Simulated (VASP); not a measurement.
Write the native input for VASP 6.6.1 that does the following.

```yaml
Task: single point
Functional: PBE
Potentials_or_basis: VASP PAW PBE potentials, release 64 (Rh_pv)
Cutoff: 520 eV
k_mesh: 22 × 22 × 16
Occupations: gaussian, width 0.15 eV
Spin: no spin polarisation
Dipole_correction: no
Further_INCAR_settings: ALGO = Fast; EDIFF = 1e-06; NBANDS = 22
```

The structure of Rh lies in POSCAR:

```
Rh
1.0
    0.0000000000     -1.9149654119     -1.9149654119
    0.0000000000      1.9149654119     -1.9149654119
    3.8299308238      0.0000000000      0.0000000000
Rh
2
Direct
    0.4314609031      0.5685390969      0.5000000000
    0.0685390969     -0.0685390969      0.0000000000
```

This cell differs from its parent crystal: atoms displaced along a vibrational mode.

The input as run:

INCAR

```
SYSTEM = Rh
PREC = Accurate ; ENCUT = 520
EDIFF = 1E-6 ; ISMEAR = 0
SIGMA = 0.15 ; LREAL = .FALSE.
LASPH = .TRUE. ; NELM = 80
ALGO = Fast ; ISIF = 2
LWAVE = .FALSE. ; LCHARG = .TRUE.
GGA = PE ; LELF = .TRUE.
LVHAR = .TRUE. ; NBANDS = 22
```

KPOINTS

```
Automatic mesh
0
G
  22 22 16
  0 0 0
```

Potentials or basis: VASP PAW PBE potentials, release 64 (Rh_pv).

Launch:

```bash
$ cat potpaw_PBE.64/Rh_pv/POTCAR > POTCAR
$ mpirun -np 1 vasp_std > vasp.out
```

Results of the run:

```yaml
Pressure: 18.5 GPa
Largest_force: 3.337 eV/Å
Band_gap_on_the_k_mesh: zero (bands 15 and 16 overlap by 1.69 eV)
```

Caveat: the cell differs from its parent crystal (atoms displaced along a vibrational mode); the stress differs along the axes, from -1 to 33 GPa; forces of over 1 eV/Å act on the atoms, so gaps and moduli don't describe the material at rest.

It took 7.7 min on 1 thread of Oxide Virtual Turin-like Processor, on a shared host, peak memory 0.57 GiB.
